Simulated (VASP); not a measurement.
# Ru (P6_3/mmc) in VASP: a series of runs

Ru is run at these levels: PBEsol; tasks: single point.

All numbers are computed with VASP 6.6.1; they aren't measurements. Logs are shortened: lines on timing, memory, paths and dates and some standing lists are left out, and cuts for length are marked.

## 1. The cell of the first run

It takes space group P6_3/mmc (No. 194, hexagonal). The conventional cell has a = 2.762 Å, b = 2.762 Å, c = 4.162 Å, α = 90.00°, β = 90.00°, γ = 120.00°. Within 3.5 Å of Ru (site symmetry -6m2) lie 12 Ru at 2.62 to 2.76 Å.

## 2. Single point, PBEsol (volume 13.747 Å^3 an atom, c/a of the conventional cell 1.5067)

INCAR

```
  PREC = Accurate
  ENCUT = 520
  EDIFF = 1E-6
  ISMEAR = 0
  SIGMA = 0.15
  LREAL = F
  LASPH = T
  NELM = 80
  ALGO = Fast
  ISIF = 2
  LWAVE = F
  LCHARG = T
  GGA = PS
  LELF = T
  LVHAR = T
  NBANDS = 21
```

KPOINTS

```
Automatic mesh
0
Gamma
  21 21 12
```

POSCAR

```
Ru
1.0
    2.7620201088      0.0000000000      0.0000000000
   -1.3810100544      2.3919795800      0.0000000000
    0.0000000000      0.0000000000      4.1615356979
Ru
2
Direct
    0.3333333333      0.6666666667      0.2500000000
    0.6666666667      0.3333333333      0.7500000000
```

Potentials or basis: VASP PAW PBE potentials, release 64 (Ru_pv).

The run is started by

```sh
> cat potpaw_PBE.64/Ru_pv/POTCAR > POTCAR
> mpirun -np 1 vasp_std > vasp.out
```

OUTCAR:

```text
PREC = Accurate
   ENCUT = 520
   EDIFF = 1E-6
   ISMEAR = 0
   LREAL = F
   LASPH = T
   NELM = 80
   ISIF = 2
   GGA = PS

 ion  position               nearest neighbor table
   1  0.333  0.667  0.250-   2 2.62   2 2.62   2 2.62   2 2.62   2 2.62   2 2.62
   2  0.667  0.333  0.750-   1 2.62   1 2.62   1 2.62   1 2.62   1 2.62   1 2.62

  LATTYP: Found a hexagonal cell.
 ALAT       =     2.7620201088
 C/A-ratio  =     1.5067000000

  Lattice vectors:

 A1 = (   2.7620201088,   0.0000000000,   0.0000000000)
 A2 = (  -1.3810100544,   2.3919795800,   0.0000000000)
 A3 = (   0.0000000000,   0.0000000000,   4.1615356979)

Analysis of symmetry for initial positions (statically):
=====================================================================
 Subroutine PRICEL returns:
 Original cell was already a primitive cell.

 Routine SETGRP: Setting up the symmetry group for a
 hexagonal supercell.

 Subroutine GETGRP returns: Found 24 space group operations
 (whereof 12 operations were pure point group operations)
 out of a pool of 24 trial point group operations.

The static configuration has the point symmetry D_3d.
 The point group associated with its full space group is D_6h.

Analysis of symmetry for dynamics (positions and initial velocities):
=====================================================================
 Subroutine PRICEL returns:
 Original cell was already a primitive cell.

 Routine SETGRP: Setting up the symmetry group for a
 hexagonal supercell.

 Subroutine GETGRP returns: Found 24 space group operations
 (whereof 12 operations were pure point group operations)
 out of a pool of 24 trial point group operations.

The dynamic configuration has the point symmetry D_3d.
 The point group associated with its full space group is D_6h.

 Subroutine INISYM returns: Found 24 space group operations
 (whereof 12 operations are pure point group operations),
 and found     1 'primitive' translations

----------------------------------------------------------------------------------------

                                     Primitive cell

  volume of cell :      27.4940

  direct lattice vectors                    reciprocal lattice vectors
     2.762020109  0.000000000  0.000000000     0.362053845  0.209031885  0.000000000
    -1.381010054  2.391979580  0.000000000     0.000000000  0.418063770  0.000000000
     0.000000000  0.000000000  4.161535698     0.000000000  0.000000000  0.240295908

  length of vectors
     2.762020109  2.762020109  4.161535698     0.418063770  0.418063770  0.240295908

  position of ions in fractional coordinates (direct lattice)
     0.333333333  0.666666667  0.250000000
     0.666666667  0.333333333  0.750000000

  ion indices of the primitive-cell ions
   primitive index   ion index
                 1           1
                 2           2

----------------------------------------------------------------------------------------

 KPOINTS: Automatic mesh

Automatic generation of k-mesh.
 Grid dimensions read from file:
 generate k-points for:   21   21   12

 Generating k-lattice:

  Cartesian coordinates                     Fractional coordinates (reciprocal lattice)
     0.017240659  0.009953899  0.000000000     0.047619048  0.000000000  0.000000000
     0.000000000  0.019907799  0.000000000     0.000000000  0.047619048  0.000000000
     0.000000000  0.000000000  0.020024659     0.000000000  0.000000000  0.083333333

  Length of vectors
     0.019907799  0.019907799  0.020024659

  Shift w.r.t. Gamma in fractional coordinates (k-lattice)
     0.000000000  0.000000000  0.000000000

 Subroutine IBZKPT returns following result:
 ===========================================

 Found    336 irreducible k-points:

 Following reciprocal coordinates:
            Coordinates               Weight
  0.000000  0.000000  0.000000      1.000000
  0.047619  0.000000  0.000000      6.000000
  0.095238  0.000000  0.000000      6.000000
  0.142857  0.000000  0.000000      6.000000
  0.190476  0.000000  0.000000      6.000000
  0.238095 -0.000000  0.000000      6.000000
[... 16 lines left out ...]
  0.142857  0.095238  0.000000     12.000000
  0.190476  0.095238  0.000000     12.000000
 [... further k-points ...]
   k-points           NKPTS =    336   k-points in BZ     NKDIM =    336   number of bands    NBANDS=     21
   number of dos      NEDOS =    301   number of ions     NIONS =      2
   total plane-waves  NPLWV =  18432
   dimension x,y,z NGX =    24 NGY =   24 NGZ =   32
   dimension x,y,z NGXF=    48 NGYF=   48 NGZF=   64
   ions per type =               2
   NGX,Y,Z   is equivalent  to a cutoff of  14.45, 14.45, 12.78 a.u.
   NGXF,Y,Z  is equivalent  to a cutoff of  28.89, 28.89, 25.57 a.u.
 SYSTEM =  unknown system
   PREC   = accura    normal or accurate (medium, high low for compatibility)
   ISTART =      0    job   : 0-new  1-cont  2-samecut
   ICHARG =      2    charge: 1-file 2-atom 10-const
   ISPIN  =      1    spin polarized calculation?
   LNONCOLLINEAR =      F non collinear calculations
   LSORBIT =      F    spin-orbit coupling
   LASPH  =      T    aspherical Exc in radial PAW
   ENCUT  =  520.0 eV  38.22 Ry    6.18 a.u.   5.14  5.14  7.74*2*pi/ulx,y,z
   NELM   =     80;   NELMIN=  2; NELMDL= -5     # of ELM steps
   EDIFF  = 0.1E-05   stopping-criterion for ELM
   LREAL  =      F    real-space projection
   EDIFFG = 0.1E-04   stopping-criterion for IOM
   NSW    =      0    number of steps for IOM
   IBRION =     -1    ionic relax: 0-MD 1-quasi-New 2-CG
   NFREE  =      0    steps in history (QN), initial steepest desc. (CG)
   ISIF   =      2    stress and relaxation
   ISYM   =      2    0-nonsym 1-usesym 2-fastsym
   POTIM  = 0.5000    time-step for ionic-motion
   TEBEG  =    0.0;   TEEND  =   0.0 temperature during run
   PSTRESS=    0.0 pullay stress
   NELECT =      28.0000    total number of electrons
   NUPDOWN=      -1.0000    fix difference up-down
   EMIN   =  10.00;   EMAX   =-10.00  energy-range for DOS
   EFERMI =   0.00;   METHOD = LEGACY
   ISMEAR =     0;   SIGMA  =   0.15  broadening in eV -4-tet -1-fermi 0-gaus
   EFERMI_NEDOS =   21; number of points for ismear=-14 and -15
   IALGO  =     68    algorithm
   IMIX   =      4    mixing-type and parameters
     AMIX     =   0.40;   BMIX     =  1.00
     AMIX_MAG =   1.60;   BMIX_MAG =  1.00
  volume/ion in A,a.u.               =      13.75        92.77
  Fermi-wavevector in a.u.,A,eV,Ry     =   1.647081  3.112531 36.910901  2.712875
  Thomas-Fermi vector in A             =   2.736600
   LORBIT       =      0    0 simple, 1 ext, 2 COOP (PROOUT), +10 PAW based schemes
   GGA     = PS    functional components
   LHFCALC =     F    Hartree Fock is set to
   AEXX    =    0.0000 exact exchange contribution
   IVDW    =     0    specifies the selected vdW correction
   LEPSILON=     F    determine dielectric tensor
   LRPA    =     F    only Hartree local field effects (RPA)
 non-spin polarized calculation
 RMM-DIIS sequential band-by-band and
 Gauss-broadening in eV      SIGMA  =   0.15
  energy-cutoff  :      520.00
  volume of cell :       27.49
 maximum number of plane-waves:       760
 NGX is ok and might be reduce to    24
   NGX = 11   NGY = 11   NGZ = 15

 number of electron      27.9999998 magnetization

 Free energy of the ion-electron system (eV)
  ---------------------------------------------------
  ext. energy  EPLUGINS =         0.00000000
  ---------------------------------------------------
  free energy    TOTEN  =       -20.27353601 eV

  energy without entropy =      -20.25474886  energy(sigma->0) =      -20.26414243

 E-fermi :  12.4923     XC(G=0): -14.1989

 val. band max:       12.4900452915   @ k =   0.2857   0.0476   0.1667
 cond. band min:      12.4930292880   @ k =   0.1429   0.0000   0.3333
 fundamental gap:      0.0029839965
 Fermi energy:        12.4922639017

 k-point     1 :       0.0000    0.0000    0.0000
  band No.  band energies     occupation
      1     -31.1512      2.00000
      2     -30.2426      2.00000
      3     -30.2426      2.00000
      4     -30.0314      2.00000
      5     -30.0314      2.00000
      6     -29.9344      2.00000
[... 13 lines left out ...]
     20      22.7722      0.00000
     21      23.2964      0.00000

 k-point     2 :       0.0476    0.0000    0.0000
  band No.  band energies     occupation
      1     -31.1436      2.00000
      2     -30.2561      2.00000
      3     -30.2478      2.00000
      4     -30.0459      2.00000
      5     -30.0327      2.00000
      6     -29.9388      2.00000
[... 13 lines left out ...]
     20      22.7723      0.00000
     21      23.2873      0.00000

 k-point     3 :       0.0952    0.0000    0.0000
  band No.  band energies     occupation
      1     -31.1210      2.00000
      2     -30.2954      2.00000
      3     -30.2626      2.00000
      4     -30.0877      2.00000
      5     -30.0369      2.00000
      6     -29.9521      2.00000
[... 13 lines left out ...]
     20      22.7722      0.00000
     21      23.2566      0.00000

 k-point     4 :       0.1429    0.0000    0.0000
  band No.  band energies     occupation
      1     -31.0844      2.00000
      2     -30.3570      2.00000
      3     -30.2853      2.00000
      4     -30.1524      2.00000
      5     -30.0438      2.00000
      6     -29.9742      2.00000
[... 13 lines left out ...]
     20      22.7721      0.00000
     21      23.1989      0.00000

 k-point     5 :       0.1905    0.0000    0.0000
  band No.  band energies     occupation
      1     -31.0353      2.00000
      2     -30.4358      2.00000
      3     -30.3134      2.00000
      4     -30.2332      2.00000
      5     -30.0534      2.00000
      6     -30.0047      2.00000
[... 13 lines left out ...]
     20      22.7721      0.00000
     21      23.1154      0.00000
[... 382 lines left out ...]
     20      24.5185      0.00000
     21      24.8952      0.00000

 k-point    22 :       0.0952    0.0952    0.0000
  band No.  band energies     occupation
      1     -31.0630      2.00000
      2     -30.3786      2.00000
      3     -30.3213      2.00000
      4     -30.1699      2.00000
      5     -30.0567      2.00000
      6     -29.9873      2.00000
[... 13 lines left out ...]
     20      22.7721      0.00000
     21      23.1672      0.00000

 k-point    23 :       0.1429    0.0952    0.0000
  band No.  band energies     occupation
      1     -31.0149      2.00000
      2     -30.4439      2.00000
      3     -30.3740      2.00000
      4     -30.2238      2.00000
      5     -30.0729      2.00000
      6     -30.0177      2.00000
[... 13 lines left out ...]
     20      22.7720      0.00000
     21      23.0952      0.00000

 k-point    24 :       0.1905    0.0952    0.0000
  band No.  band energies     occupation
      1     -30.9565      2.00000
      2     -30.5239      2.00000
      3     -30.4296      2.00000
      4     -30.2815      2.00000
      5     -30.0898      2.00000
      6     -30.0560      2.00000
[... 13 lines left out ...]
     20      22.7720      0.00000
     21      23.0223      0.00000

 [... further k-points ...]

------------------------ aborting loop because EDIFF is reached ----------------------------------------

  FORCE on cell =-STRESS in cart. coord.  units (eV):
  Direction    XX          YY          ZZ          XY          YZ          ZX
  --------------------------------------------------------------------------------------
  -------------------------------------------------------------------------------------
  Total       -2.6043748     -2.6043748      0.6776712     -0.0000000     -0.0000000      0.0000000
  in kB     -151.7665794   -151.7665794     39.4904152     -0.0000000     -0.0000000      0.0000000
  external PRESSURE =     -88.0142478 kB  Pullay stress =       0.0000000 kB

 VOLUME and BASIS-vectors are now :
 -----------------------------------------------------------------------------
  energy-cutoff  :      520.00
  volume of cell :       27.49
      direct lattice vectors                 reciprocal lattice vectors
     2.762020109  0.000000000  0.000000000     0.362053845  0.209031885  0.000000000
    -1.381010054  2.391979580  0.000000000     0.000000000  0.418063770  0.000000000
     0.000000000  0.000000000  4.161535698     0.000000000  0.000000000  0.240295908

 POSITION                                       TOTAL-FORCE (eV/Angst)
 -----------------------------------------------------------------------------------
     -0.00000      1.59465      1.04038         0.000000      0.000000      0.000000
      1.38101      0.79733      3.12115         0.000000     -0.000000      0.000000
 -----------------------------------------------------------------------------------
    total drift:                               -0.000000      0.000000     -0.000000

  FREE ENERGIE OF THE ION-ELECTRON SYSTEM (eV)
  ---------------------------------------------------
  free  energy   TOTEN  =       -20.2735360065 eV

  energy  without entropy=      -20.2547488580  energy(sigma->0) =      -20.26414243
```

Wall time 90 s (1 thread of Intel Xeon Platinum 8375C at 2.90GHz (Ice Lake), shared host); peak memory 0.27 GiB.

Results:

```
Free energy            : -20.2735 eV
Pressure               : -8.8 GPa
Band gap on the k mesh : zero (band 14 reaches 13.81 eV, above the bottom of band 15 at 10.71 eV)
```

Caveat: the PAW data sets were made with another functional, which shifts forces and pressure a little.

## 3. Single point, PBEsol (volume 13.747 Å^3 an atom, c/a of the conventional cell 1.7130)

INCAR

```
SYSTEM = Ru
  ALGO = Fast
  EDIFF = 1E-6
  ENCUT = 520
  GGA = PS
  ISIF = 2
  ISMEAR = 0
  LASPH = .TRUE.
  LCHARG = .TRUE.
  LELF = .TRUE.
  LREAL = .FALSE.
  LVHAR = .TRUE.
  LWAVE = .FALSE.
  NBANDS = 21
  NELM = 60
  PREC = Accurate
  SIGMA = 0.15
```

KPOINTS

```
k-points
0
G
  21 21 12
  0 0 0
```

POSCAR

```
Ru
1.0
    2.6463664248      0.0000000000      0.0000000000
   -1.3231832124      2.2918205516      0.0000000000
    0.0000000000      0.0000000000      4.5332256857
Ru
2
Direct
    0.3333333333      0.6666666667      0.2500000000
    0.6666666667      0.3333333333      0.7500000000
```

Potentials or basis: VASP PAW PBE potentials, release 64 (Ru_pv).

The run is started by

```sh
> cat potpaw_PBE.64/Ru_pv/POTCAR > POTCAR
> mpirun -np 1 vasp_std > vasp.out
```

OUTCAR:

```text
SYSTEM = Ru
   EDIFF = 1E-6
   ENCUT = 520
   GGA = PS
   ISIF = 2
   ISMEAR = 0
   LASPH = .TRUE.
   LREAL = .FALSE.
   NELM = 60
   PREC = Accurate

 ion  position               nearest neighbor table
   1  0.333  0.667  0.250-   2 2.73   2 2.73   2 2.73   2 2.73   2 2.73   2 2.73
   2  0.667  0.333  0.750-   1 2.73   1 2.73   1 2.73   1 2.73   1 2.73   1 2.73

  LATTYP: Found a hexagonal cell.
 ALAT       =     2.6463664248
 C/A-ratio  =     1.7130000000

  Lattice vectors:

 A1 = (   2.6463664248,   0.0000000000,   0.0000000000)
 A2 = (  -1.3231832124,   2.2918205516,   0.0000000000)
 A3 = (   0.0000000000,   0.0000000000,   4.5332256857)

Analysis of symmetry for initial positions (statically):
=====================================================================
 Subroutine PRICEL returns:
 Original cell was already a primitive cell.

 Routine SETGRP: Setting up the symmetry group for a
 hexagonal supercell.

 Subroutine GETGRP returns: Found 24 space group operations
 (whereof 12 operations were pure point group operations)
 out of a pool of 24 trial point group operations.

The static configuration has the point symmetry D_3d.
 The point group associated with its full space group is D_6h.
[... 161 lines left out ...]

  energy without entropy =      -20.13170468  energy(sigma->0) =      -20.14031127

 E-fermi :  12.4818     XC(G=0): -14.2015

 val. band max:       12.4753162970   @ k =   0.1429   0.0952   0.3333
 cond. band min:      12.4965379613   @ k =   0.1905   0.0952   0.2500
 fundamental gap:      0.0212216643
 Fermi energy:        12.4818238428

 k-point     1 :       0.0000    0.0000    0.0000
  band No.  band energies     occupation
      1     -30.9642      2.00000
      2     -30.0665      2.00000
      3     -30.0665      2.00000
      4     -30.0505      2.00000
      5     -29.9608      2.00000
      6     -29.9608      2.00000
[... 565 lines left out ...]
     20      22.7898      0.00000
     21      22.7949      0.00000

 [... further k-points ...]

------------------------ aborting loop because EDIFF is reached ----------------------------------------

  FORCE on cell =-STRESS in cart. coord.  units (eV):
  Direction    XX          YY          ZZ          XY          YZ          ZX
  --------------------------------------------------------------------------------------
  -------------------------------------------------------------------------------------
  Total        0.6219195      0.6219195     -5.7034612     -0.0000000     -0.0000000      0.0000000
  in kB       36.2415543     36.2415543   -332.3618332     -0.0000000     -0.0000000      0.0000000
  external PRESSURE =     -86.6262415 kB  Pullay stress =       0.0000000 kB

 VOLUME and BASIS-vectors are now :
 -----------------------------------------------------------------------------
  energy-cutoff  :      520.00
  volume of cell :       27.49
      direct lattice vectors                 reciprocal lattice vectors
     2.646366425  0.000000000  0.000000000     0.377876620  0.218167168  0.000000000
    -1.323183212  2.291820552  0.000000000     0.000000000  0.436334337  0.000000000
     0.000000000  0.000000000  4.533225686     0.000000000  0.000000000  0.220593473

 POSITION                                       TOTAL-FORCE (eV/Angst)
 -----------------------------------------------------------------------------------
     -0.00000      1.52788      1.13331        -0.000000      0.000000      0.000000
      1.32318      0.76394      3.39992         0.000000     -0.000000      0.000000
 -----------------------------------------------------------------------------------
    total drift:                               -0.000000      0.000000     -0.000000

  FREE ENERGIE OF THE ION-ELECTRON SYSTEM (eV)
  ---------------------------------------------------
  free  energy   TOTEN  =       -20.1489178629 eV

  energy  without entropy=      -20.1317046789  energy(sigma->0) =      -20.14031127
```

stdout:

```text
POSCAR found type information on POSCAR Ru
 POSCAR found :  1 types and       2 ions
 scaLAPACK will be used
 -----------------------------------------------------------------------------
|                                                                             |
|                                                                             |
|     You enforced a specific xc type in the INCAR file but a different       |
|     I HOPE YOU KNOW WHAT YOU ARE DOING!                                     |
|                                                                             |
 -----------------------------------------------------------------------------

 LDA part: xc-table for (Slater+PW92), standard interpolation
 POSCAR, INCAR and KPOINTS ok, starting setup
 FFT: planning ... GRIDC
 FFT: planning ... GRID_SOFT
 FFT: planning ... GRID
 WAVECAR not read
 entering main loop
WARNING in EDDRMM: call to ZHEGV failed, returncode =   8  4     21
```

It took 1.8 min on 1 thread of Intel Xeon Platinum 8375C at 2.90GHz (Ice Lake), shared host; peak memory 0.26 GiB.

What came out:

| Property | Result |
| --- | --- |
| Free energy | -20.1489 eV |
| Pressure | -8.7 GPa |
| Band gap on the k mesh | zero (band 14 reaches 14.05 eV, above the bottom of band 15 at 11.16 eV) |

Caveat: the PAW data sets were made with another functional, which shifts forces and pressure a little.
